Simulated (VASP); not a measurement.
# KMgF3 (Pm-3m) in VASP: a series of runs

KMgF3 is run at these levels: PBEsol; tasks: single point.

Everything below comes from runs of VASP 6.6.1. Logs are shortened: lines on timing, memory, paths and dates and some standing lists are left out, and cuts for length are marked.

## (1) The cell of the first run

It takes space group Pm-3m (No. 221, cubic). Conventional cell: a = 3.755 Å, b = 3.755 Å, c = 3.755 Å, α = 90.00°, β = 90.00°, γ = 90.00°. Within 3.5 Å of K (site symmetry m-3m) lie 12 F at 2.66 Å and 8 Mg at 3.25 Å. Mg (site symmetry m-3m) has 6 F at 1.88 Å within 2.5 Å. Within 2.5 Å of F (site symmetry 4/mmm) lie 2 Mg at 1.88 Å.

## (2) Single point, PBEsol

Contents of INCAR:

```
ALGO = Normal
EDIFF = 1E-7
ENCUT = 520
GGA = PS
ISIF = 2
ISMEAR = -1
LASPH = True
LCHARG = False
LREAL = False
LWAVE = False
NBANDS = 24
NELM = 100
PREC = Accurate
SIGMA = 0.05
```

Contents of KPOINTS:

```
k-points
0
Gamma
  7 7 7
```

Contents of POSCAR:

```
KMgF3
1.0
    3.7554477465      0.0000000000      0.0000000000
    0.0000000000      3.7554477465      0.0000000000
    0.0000000000      0.0000000000      3.7554477465
K Mg F
1 1 3
Direct
    0.5000000000      0.5000000000      0.5000000000
    0.0000000000      0.0000000000      0.0000000000
    0.0000000000      0.0000000000      0.5000000000
    0.0000000000      0.5000000000      0.0000000000
    0.5000000000      0.0000000000      0.0000000000
```

Potentials or basis: VASP PAW PBE potentials, release 64 (K_sv, Mg, F).

Launch:

```bash
> cat potpaw_PBE.64/K_sv/POTCAR potpaw_PBE.64/Mg/POTCAR potpaw_PBE.64/F/POTCAR > POTCAR
> mpirun -np 1 vasp_std > vasp.out
```

OUTCAR:

```text
EDIFF = 1E-7
   ENCUT = 520
   GGA = PS
   ISIF = 2
   ISMEAR = -1
   LASPH = True
   LREAL = False
   NELM = 100
   PREC = Accurate

 ion  position               nearest neighbor table
   1  0.500  0.500  0.500-   3 2.66   4 2.66   5 2.66   4 2.66   5 2.66   3 2.66   5 2.66   5 2.66
                             3 2.66   4 2.66   4 2.66   3 2.66   2 3.25   2 3.25   2 3.25   2 3.25
   2  0.000  0.000  0.000-   3 1.88   4 1.88   5 1.88   3 1.88   4 1.88   5 1.88   1 3.25   1 3.25
                             1 3.25   1 3.25   1 3.25   1 3.25   1 3.25   1 3.25
   3  0.000  0.000  0.500-   2 1.88   2 1.88   1 2.66   1 2.66   1 2.66   1 2.66
   4  0.000  0.500  0.000-   2 1.88   2 1.88   1 2.66   1 2.66   1 2.66   1 2.66
   5  0.500  0.000  0.000-   2 1.88   2 1.88   1 2.66   1 2.66   1 2.66   1 2.66

  LATTYP: Found a simple cubic cell.
 ALAT       =     3.7554477465

  Lattice vectors:

 A1 = (   3.7554477465,   0.0000000000,   0.0000000000)
 A2 = (   0.0000000000,   3.7554477465,   0.0000000000)
 A3 = (   0.0000000000,   0.0000000000,   3.7554477465)

Analysis of symmetry for initial positions (statically):
=====================================================================
 Subroutine PRICEL returns:
 Original cell was already a primitive cell.

 Routine SETGRP: Setting up the symmetry group for a
 simple cubic supercell.

 Subroutine GETGRP returns: Found 48 space group operations
 (whereof 48 operations were pure point group operations)
 out of a pool of 48 trial point group operations.

The static configuration has the point symmetry O_h .

Analysis of symmetry for dynamics (positions and initial velocities):
=====================================================================
 Subroutine PRICEL returns:
 Original cell was already a primitive cell.

 Routine SETGRP: Setting up the symmetry group for a
 simple cubic supercell.

 Subroutine GETGRP returns: Found 48 space group operations
 (whereof 48 operations were pure point group operations)
 out of a pool of 48 trial point group operations.

The dynamic configuration has the point symmetry O_h .

 Subroutine INISYM returns: Found 48 space group operations
 (whereof 48 operations are pure point group operations),
 and found     1 'primitive' translations

----------------------------------------------------------------------------------------

                                     Primitive cell

  volume of cell :      52.9645

  direct lattice vectors                    reciprocal lattice vectors
     3.755447746  0.000000000  0.000000000     0.266279833  0.000000000  0.000000000
     0.000000000  3.755447746  0.000000000     0.000000000  0.266279833  0.000000000
     0.000000000  0.000000000  3.755447746     0.000000000  0.000000000  0.266279833

  length of vectors
     3.755447746  3.755447746  3.755447746     0.266279833  0.266279833  0.266279833

  position of ions in fractional coordinates (direct lattice)
     0.500000000  0.500000000  0.500000000
     0.000000000  0.000000000  0.000000000
     0.000000000  0.000000000  0.500000000
     0.000000000  0.500000000  0.000000000
     0.500000000  0.000000000  0.000000000

  ion indices of the primitive-cell ions
   primitive index   ion index
                 1           1
                 2           2
                 3           3
                 4           4
                 5           5

----------------------------------------------------------------------------------------

 KPOINTS: k-points

Automatic generation of k-mesh.
 Grid dimensions read from file:
 generate k-points for:    7    7    7

 Generating k-lattice:

  Cartesian coordinates                     Fractional coordinates (reciprocal lattice)
     0.038039976  0.000000000  0.000000000     0.142857143  0.000000000  0.000000000
     0.000000000  0.038039976  0.000000000     0.000000000  0.142857143  0.000000000
     0.000000000  0.000000000  0.038039976     0.000000000  0.000000000  0.142857143

  Length of vectors
     0.038039976  0.038039976  0.038039976

  Shift w.r.t. Gamma in fractional coordinates (k-lattice)
     0.000000000  0.000000000  0.000000000

 Subroutine IBZKPT returns following result:
 ===========================================

 Found     20 irreducible k-points:

 Following reciprocal coordinates:
            Coordinates               Weight
  0.000000  0.000000  0.000000      1.000000
  0.142857  0.000000  0.000000      6.000000
  0.285714  0.000000  0.000000      6.000000
  0.428571  0.000000  0.000000      6.000000
  0.142857  0.142857  0.000000     12.000000
  0.285714  0.142857  0.000000     24.000000
[... 12 lines left out ...]
  0.428571  0.428571  0.285714     24.000000
  0.428571  0.428571  0.428571      8.000000
   k-points           NKPTS =     20   k-points in BZ     NKDIM =     20   number of bands    NBANDS=     24
   number of dos      NEDOS =    301   number of ions     NIONS =      5
   total plane-waves  NPLWV =  21952
   dimension x,y,z NGX =    28 NGY =   28 NGZ =   28
   dimension x,y,z NGXF=    56 NGYF=   56 NGZF=   56
   ions per type =               1   1   3
   NGX,Y,Z   is equivalent  to a cutoff of  12.40, 12.40, 12.40 a.u.
   NGXF,Y,Z  is equivalent  to a cutoff of  24.79, 24.79, 24.79 a.u.
 SYSTEM =  unknown system
   PREC   = accura    normal or accurate (medium, high low for compatibility)
   ISTART =      0    job   : 0-new  1-cont  2-samecut
   ICHARG =      2    charge: 1-file 2-atom 10-const
   ISPIN  =      1    spin polarized calculation?
   LNONCOLLINEAR =      F non collinear calculations
   LSORBIT =      F    spin-orbit coupling
   LASPH  =      T    aspherical Exc in radial PAW
   ENCUT  =  520.0 eV  38.22 Ry    6.18 a.u.   6.98  6.98  6.98*2*pi/ulx,y,z
   NELM   =    100;   NELMIN=  2; NELMDL= -5     # of ELM steps
   EDIFF  = 0.1E-06   stopping-criterion for ELM
   LREAL  =      F    real-space projection
   EDIFFG = 0.1E-05   stopping-criterion for IOM
   NSW    =      0    number of steps for IOM
   IBRION =     -1    ionic relax: 0-MD 1-quasi-New 2-CG
   NFREE  =      0    steps in history (QN), initial steepest desc. (CG)
   ISIF   =      2    stress and relaxation
   ISYM   =      2    0-nonsym 1-usesym 2-fastsym
   POTIM  = 0.5000    time-step for ionic-motion
   TEBEG  =    0.0;   TEEND  =   0.0 temperature during run
   PSTRESS=    0.0 pullay stress
   NELECT =      32.0000    total number of electrons
   NUPDOWN=      -1.0000    fix difference up-down
   EMIN   =  10.00;   EMAX   =-10.00  energy-range for DOS
   EFERMI =   0.00;   METHOD = LEGACY
   ISMEAR =    -1;   SIGMA  =   0.05  broadening in eV -4-tet -1-fermi 0-gaus
   EFERMI_NEDOS =   21; number of points for ismear=-14 and -15
   IALGO  =     38    algorithm
   IMIX   =      4    mixing-type and parameters
     AMIX     =   0.40;   BMIX     =  1.00
     AMIX_MAG =   1.60;   BMIX_MAG =  1.00
  volume/ion in A,a.u.               =      10.59        71.48
  Fermi-wavevector in a.u.,A,eV,Ry     =   1.383980  2.615343 26.060602  1.915400
  Thomas-Fermi vector in A             =   2.508527
   LORBIT       =      0    0 simple, 1 ext, 2 COOP (PROOUT), +10 PAW based schemes
   GGA     = PS    functional components
   LHFCALC =     F    Hartree Fock is set to
   AEXX    =    0.0000 exact exchange contribution
   IVDW    =     0    specifies the selected vdW correction
   LEPSILON=     F    determine dielectric tensor
   LRPA    =     F    only Hartree local field effects (RPA)
 non-spin polarized calculation
  energy-cutoff  :      520.00
  volume of cell :       52.96
 maximum number of plane-waves:      1439
 NGX is ok and might be reduce to    28
   NGX = 13   NGY = 13   NGZ = 13

 number of electron      31.9999957 magnetization

 Free energy of the ion-electron system (eV)
  ---------------------------------------------------
  ext. energy  EPLUGINS =         0.00000000
  ---------------------------------------------------
  free energy    TOTEN  =       -24.69760287 eV

  energy without entropy =      -24.69760287  energy(sigma->0) =      -24.69760287

 E-fermi :   0.4451     XC(G=0): -10.9013

 val. band max:       -0.7393147174   @ k =   0.4286   0.4286   0.4286
 cond. band min:       7.9018127414   @ k =   0.0000   0.0000   0.0000
 fundamental gap:      8.6411274588
 Fermi energy:         0.4451279035

 k-point     1 :       0.0000    0.0000    0.0000
  band No.  band energies     occupation
      1     -25.8972      2.00000
      2     -21.2150      2.00000
      3     -20.2990      2.00000
      4     -20.2990      2.00000
      5      -9.4902      2.00000
      6      -9.4902      2.00000
[... 16 lines left out ...]
     23      15.4144      0.00000
     24      18.3498      0.00000

 k-point     2 :       0.1429    0.0000    0.0000
  band No.  band energies     occupation
      1     -25.8810      2.00000
      2     -21.1940      2.00000
      3     -20.3418      2.00000
      4     -20.2968      2.00000
      5      -9.4669      2.00000
      6      -9.4661      2.00000
[... 16 lines left out ...]
     23      15.4225      0.00000
     24      18.1815      0.00000

 k-point     3 :       0.2857    0.0000    0.0000
  band No.  band energies     occupation
      1     -25.8439      2.00000
      2     -21.1426      2.00000
      3     -20.4413      2.00000
      4     -20.2900      2.00000
      5      -9.4151      2.00000
      6      -9.4107      2.00000
[... 16 lines left out ...]
     23      15.2198      0.00000
     24      17.8565      0.00000
[... 406 lines left out ...]
 k-point    19 :       0.4286    0.4286    0.2857
  band No.  band energies     occupation
      1     -25.7380      2.00000
      2     -20.6841      2.00000
      3     -20.5667      2.00000
      4     -20.5250      2.00000
      5      -9.7342      2.00000
      6      -9.7299      2.00000
[... 16 lines left out ...]
     23      15.8114      0.00000
     24      15.8519      0.00000

 k-point    20 :       0.4286    0.4286    0.4286
  band No.  band energies     occupation
      1     -25.7261      2.00000
      2     -20.6125      2.00000
      3     -20.5518      2.00000
      4     -20.5518      2.00000
      5      -9.8213      2.00000
      6      -9.8213      2.00000
[... 16 lines left out ...]
     23      16.2763      0.00000
     24      16.4100      0.00000

------------------------ aborting loop because EDIFF is reached ----------------------------------------

  FORCE on cell =-STRESS in cart. coord.  units (eV):
  Direction    XX          YY          ZZ          XY          YZ          ZX
  --------------------------------------------------------------------------------------
  -------------------------------------------------------------------------------------
  Total        6.5741919      6.5741919      6.5741919      0.0000000     -0.0000000      0.0000000
  in kB      198.8693200    198.8693200    198.8693200      0.0000000     -0.0000000      0.0000000
  external PRESSURE =     198.8693200 kB  Pullay stress =       0.0000000 kB

 VOLUME and BASIS-vectors are now :
 -----------------------------------------------------------------------------
  energy-cutoff  :      520.00
  volume of cell :       52.96
      direct lattice vectors                 reciprocal lattice vectors
     3.755447746  0.000000000  0.000000000     0.266279833  0.000000000  0.000000000
     0.000000000  3.755447746  0.000000000     0.000000000  0.266279833  0.000000000
     0.000000000  0.000000000  3.755447746     0.000000000  0.000000000  0.266279833

 POSITION                                       TOTAL-FORCE (eV/Angst)
 -----------------------------------------------------------------------------------
      1.87772      1.87772      1.87772         0.000000      0.000000      0.000000
      0.00000      0.00000      0.00000         0.000000      0.000000      0.000000
      0.00000      0.00000      1.87772         0.000000      0.000000      0.000000
      0.00000      1.87772      0.00000         0.000000      0.000000      0.000000
      1.87772      0.00000      0.00000         0.000000      0.000000      0.000000
 -----------------------------------------------------------------------------------
    total drift:                                0.000000      0.000000     -0.000000

  FREE ENERGIE OF THE ION-ELECTRON SYSTEM (eV)
  ---------------------------------------------------
  free  energy   TOTEN  =       -24.6976028726 eV

  energy  without entropy=      -24.6976028726  energy(sigma->0) =      -24.69760287
```

Wall time 45 s (1 thread of Intel Xeon 8259CL, shared host); peak memory 0.17 GiB.

What came out:

```
Free energy            : -24.6976 eV
Pressure               : 19.9 GPa
Band gap on the k mesh : 8.64 eV (least direct gap 8.90 eV)
```

Caveat: the cell stands under pressure; the PAW data sets were made with another functional, which shifts forces and pressure a little; an odd mesh through Γ misses points on the zone boundary, where band edges can lie.

## (3) Single point, PBEsol

This run uses another cell than the first one, of 11.41 Å³/atom.

Contents of INCAR:

```
ALGO = Normal
EDIFF = 1E-7
ENCUT = 520
GGA = PS
ISIF = 2
ISMEAR = -1
LASPH = T
LCHARG = F
LREAL = F
LWAVE = F
NBANDS = 24
NELM = 80
PREC = Accurate
SIGMA = 0.05
```

KPOINTS is that of step 2.

POSCAR, as its differences from that of step 2:

```diff
@@ -2,5 +2,5 @@
 1.0
-    3.7554477465      0.0000000000      0.0000000000
-    0.0000000000      3.7554477465      0.0000000000
-    0.0000000000      0.0000000000      3.7554477465
+    3.8500311060      0.0000000000      0.0000000000
+    0.0000000000      3.8500311060      0.0000000000
+    0.0000000000      0.0000000000      3.8500311060
 K Mg F
```

Potentials or basis: VASP PAW PBE potentials, release 64 (K_sv, Mg, F).

Launch:

```bash
> cat potpaw_PBE.64/K_sv/POTCAR potpaw_PBE.64/Mg/POTCAR potpaw_PBE.64/F/POTCAR > POTCAR
> mpirun -np 1 vasp_std > vasp.out
```

Wall time 49 s (1 thread of Intel Xeon 8259CL, shared host); peak memory 0.18 GiB.

Results (log left out):

| Property | Result |
| --- | --- |
| Free energy | -25.0786 eV |
| Pressure | 9.7 GPa |
| Band gap on the k mesh | 7.98 eV (least direct gap 8.26 eV) |

Levels at points of the mesh, in eV from the valence-band top:
```tsv
k point	band 12	band 13	band 14	band 15	band 16	band 17	band 18	band 19	band 20	band 21
(0.00, 0.00, 0.00)	-0.70	-0.70	-0.28	-0.28	-0.28	7.98	10.09	10.09	12.41	12.41
```

Caveat: the cell stands under pressure; the PAW data sets were made with another functional, which shifts forces and pressure a little; an odd mesh through Γ misses points on the zone boundary, where band edges can lie.

## (4) Single point, PBEsol

This run uses another cell than the first one, of 11.97 Å³/atom.

INCAR, as its differences from that of step 3:

```diff
@@ -1,3 +1,3 @@
 ALGO = Normal
-EDIFF = 1E-7
+EDIFF = 1E-6
 ENCUT = 520
```

KPOINTS is that of step 3.

POSCAR, as its differences from that of step 3:

```diff
@@ -2,5 +2,5 @@
 1.0
-    3.8500311060      0.0000000000      0.0000000000
-    0.0000000000      3.8500311060      0.0000000000
-    0.0000000000      0.0000000000      3.8500311060
+    3.9121416506      0.0000000000      0.0000000000
+    0.0000000000      3.9121416506      0.0000000000
+    0.0000000000      0.0000000000      3.9121416506
 K Mg F
```

Launch:

```bash
> cat potpaw_PBE.64/K_sv/POTCAR potpaw_PBE.64/Mg/POTCAR potpaw_PBE.64/F/POTCAR > POTCAR
> mpirun -np 1 vasp_std > vasp.out
```

Wall time 44 s (1 thread of Intel Xeon 8259CL, shared host); peak memory 0.18 GiB.

Results (log left out):

```yaml
Free_energy: -25.2087 eV
Pressure: 4.6 GPa
Band_gap_on_the_k_mesh: 7.59 eV (least direct gap 7.87 eV)
```

Levels at points of the mesh, in eV from the valence-band top:
```csv
k point,band 13,band 14,band 15,band 16,band 17,band 18,band 19,band 20
"(0.00, 0.00, 0.00)",-0.65,-0.29,-0.29,-0.29,7.59,10.04,10.04,12.30
```

Caveat: the cell stands under pressure; the PAW data sets were made with another functional, which shifts forces and pressure a little; an odd mesh through Γ misses points on the zone boundary, where band edges can lie.

## (5) Summary

| cell | gap on the mesh (eV) | pressure (GPa) |
| --- | --- | --- |
| a = 3.755 Å, 5 atoms | 8.64 | 19.9 |
| a = 3.850 Å, 5 atoms | 7.98 | 9.7 |
| a = 3.912 Å, 5 atoms | 7.59 | 4.6 |

Alike in all rows: task single point; level PBEsol; potentials or basis VASP PAW PBE potentials, release 64 (K_sv, Mg, F); no spin polarisation; k mesh 7 × 7 × 7; cutoff (eV) 520; smearing fermi-dirac 0.05 eV.

Caveats: the cell stands under pressure; the PAW data sets were made with another functional, which shifts forces and pressure a little; an odd mesh through Γ misses points on the zone boundary, where band edges can lie.

Absolute energies hang on the potentials; compare differences alone.
